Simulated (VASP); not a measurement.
**Tb4WO: relaxation of cell and atoms with PBE**

Tb4WO:

```xyz
6
Lattice="3.4991 0.0000 0.0000 -1.7495 3.0303 0.0000 0.0000 0.0000 13.2459" Properties=species:S:1:pos:R:3 pbc="T T T"
Tb    0.0000    2.0202   11.6303
Tb    0.0000    2.0202    4.9185
Tb    1.7495    1.0101    8.3275
Tb    1.7495    1.0101    1.6156
W     0.0000    0.0000    6.6230
O     0.0000    0.0000    0.0000
```

The cell was generated, and may not be a known phase.

```yaml
Program: VASP 6.6.1
Task: relaxation of cell and atoms
Functional: PBE
Potentials_or_basis: VASP PAW PBE potentials, release 64 (Tb_3, W_sv, O), 4f in core
Cutoff: 600 eV
k_mesh: 5 × 5 × 2
Occupations: gaussian, width 0.2 eV
Spin: no spin polarisation
Dipole_correction: no
Further_INCAR_settings: ALGO = Normal; EDIFF = 1e-07; IBRION = 2; EDIFFG = -0.08; NSW = 36; ISIF = 3
```

The relaxed volume is 23.36 Å³/atom and the relaxed cell is a = 3.478 Å, b = 3.478 Å, c = 13.382 Å, α = 90.00°, β = 90.00°, γ = 120.00°. The space group after relaxing (to 0.1 Å) is P-3m1 (No. 164), the energy gained by relaxing is 317.3 meV/atom and the ionic steps are 10. The pressure after relaxing is 0.2 GPa and the largest force after relaxing is 0.067 eV/Å. The band gap on the k mesh is zero (bands 28 and 29 overlap by 0.09 eV).

Forces on the atoms (eV/Å):
```
Tb   0.000  0.000  0.013
Tb   0.000  0.000  0.067
Tb   0.000  0.000 -0.067
Tb   0.000  0.000 -0.013
W    0.000  0.000  0.000
O    0.000  0.000  0.000
```

Step by step:
| step | energy change (eV) | largest force (eV/Å) | pressure (GPa) | volume (Å³) |
| --- | --- | --- | --- | --- |
| 1 | 0.0000 | 4.0757 | 7.36 | 140.45 |
| 2 | -0.8282 | 1.2361 | -6.77 | 163.46 |
| 3 | -0.9146 | 1.2823 | -4.12 | 157.12 |
| 4 | -1.4763 | 1.0049 | -2.41 | 148.72 |
| 5 | -1.8438 | 0.2864 | 2.86 | 135.35 |
| 6 | -1.8485 | 0.3581 | 2.11 | 136.70 |
| 7 | -1.8966 | 0.2073 | -0.65 | 141.25 |
| 8 | -1.8983 | 0.2128 | -0.24 | 140.51 |
| 9 | -1.9033 | 0.0802 | 0.06 | 140.27 |
| 10 | -1.9038 | 0.0672 | 0.24 | 140.15 |

Final structure:
```
CELL_PARAMETERS angstrom
3.47757 0.00000 0.00000
-1.73879 3.01166 0.00000
0.00000 0.00000 13.38202
ATOMIC_POSITIONS crystal
Tb 0.33333 0.66667 0.89738
Tb 0.33333 0.66667 0.33649
Tb 0.66667 0.33333 0.66351
Tb 0.66667 0.33333 0.10262
W 0.00000 0.00000 0.50000
O 0.00000 0.00000 0.00000
```

Levels at points of the mesh, in eV from the Fermi level:
```csv
k point,band 26,band 27,band 28,band 29,band 30,band 31
"(0.00, 0.00, 0.00)",-0.43,-0.43,0.02,0.02,0.57,1.11
"(0.00, 0.00, 0.50)",-0.42,-0.42,0.02,0.02,0.80,0.96
```

It took 11 min on 1 thread of AMD EPYC 7R43 64-Core Processor (Zen 3) (shared host), peak memory 0.31 GiB.

Caveat: the k points lie up to 0.42 Å⁻¹ apart in the final cell; spin-orbit coupling is left out, which moves the levels of the heavy elements; the 4f electrons are frozen in the core, so they carry no moment and show no levels; the run has no spin polarisation, though such a crystal can be magnetic; the relaxation stopped at a loose force limit of 0.08 eV/Å, so its end isn't a converged minimum. With open d or f shells a metallic result of PBE can be an artefact of self-interaction; +U or a hybrid may open a gap.
